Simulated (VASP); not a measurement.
# BaO: single point with r2SCAN

The system is BaO.

```
Ba O
1.0
     0.00000    2.77211    2.75825
     2.77211    0.00000    2.75825
     2.77211    2.77211    0.00000
Ba O
1 1
Direct
  0.00000 0.00000 0.00000
  0.50000 0.50000 0.50000
```

This cell differs from its parent crystal: z stretched by -0.5 %, x and y held.

* Program: VASP 6.6.1
* Task: single point
* Functional: r2SCAN
* Potentials or basis: VASP PAW PBE potentials, release 64 (Ba_sv, O_h)
* Cutoff: 1480 eV
* k mesh: 8 × 8 × 8
* Occupations: gaussian, width 0.01 eV
* Spin: no spin polarisation

- Pressure: 2.0 GPa
- Band gap on the k mesh: 2.27 eV

Stress tensor (GPa, compression positive):
```
1.85 0.00 0.00
0.00 1.85 0.00
0.00 0.00 2.40
```

Levels at points of the mesh, in eV from the valence-band top:
```
           k point  band 6  band 7  band 8  band 9  band 10  band 11
(0.00, 0.00, 0.00)   -0.41   -0.41   -0.38    4.12     5.09     5.09
(0.50, 0.00, 0.00)   -2.00   -1.53   -1.53    5.30     7.64     7.65
(0.50, 0.50, 0.00)   -0.20   -0.20    0.00    2.27     6.57     9.54
(0.50, 0.00, 0.50)   -0.21   -0.18   -0.03    2.29     6.56     9.55
```

Run time: 10 min on 1 thread of Intel(R) Xeon(R) Platinum 8259CL CPU @ 2.50GHz (Skylake/Cascade Lake), with other jobs on the host, peak memory 0.53 GiB.

Caveat: the cell differs from its parent crystal (z stretched by -0.5 %, x and y held); the PAW data sets were made with another functional, which shifts forces and pressure a little; spin-orbit coupling is left out, which moves the levels of the heavy elements. A k mesh can miss the band edges.
